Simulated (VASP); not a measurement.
A run of VASP 6.6.1:

Contents of POSCAR:

```
MgI2
1.0
    0.0000000000      3.7557205864      3.7557205864
    3.7557205864      0.0000000000      3.7557205864
    3.7557205864      3.7557205864      0.0000000000
Mg I
1 2
Direct
    0.0000000000      0.0000000000      0.0000000000
    0.2500000000      0.2500000000      0.2500000000
    0.7500000000      0.7500000000      0.7500000000
```

File INCAR.step1:

```
  PREC = Accurate
  ENCUT = 520
  EDIFF = 1E-5
  ISMEAR = 0
  SIGMA = 0.01
  LREAL = F
  LASPH = T
  NELM = 120
  ALGO = Normal
  ISIF = 2
  LWAVE = T
  LCHARG = F
  GGA = PE
  NBANDS = 15
  GGA_COMPAT = F
```

INCAR.step2

```
  PREC = Accurate
  ENCUT = 520
  EDIFF = 1E-6
  ISMEAR = 0
  SIGMA = 0.01
  LREAL = F
  LASPH = T
  NELM = 120
  ALGO = Normal
  ISIF = 2
  LWAVE = F
  LCHARG = F
  GGA = PE
  LHFCALC = T
  AEXX = 0.25
  PRECFOCK = Normal
  ISTART = 1
  NBANDS = 15
  GGA_COMPAT = F
```

KPOINTS

```
Automatic mesh
0
Gamma
  4 4 4
```

Potentials or basis: VASP PAW PBE potentials, release 64 (Mg, I).

Launch:

```sh
$ cat potpaw_PBE.64/Mg/POTCAR potpaw_PBE.64/I/POTCAR > POTCAR
$ cp INCAR.step1 INCAR
$ mpirun -np 1 vasp_std > vasp.out
$ cp INCAR.step2 INCAR
$ mpirun -np 1 vasp_std > vasp.out
```

Hardware: 1 thread of Intel(R) Xeon(R) Platinum 8375C CPU @ 2.90GHz (Ice Lake) (shared host).

Q: Estimate the wall time of this run.

A: Run time: 13 min on 1 thread of Intel(R) Xeon(R) Platinum 8375C CPU @ 2.90GHz (Ice Lake), with other jobs on the host, peak memory 0.26 GiB. Counts: k points 8.
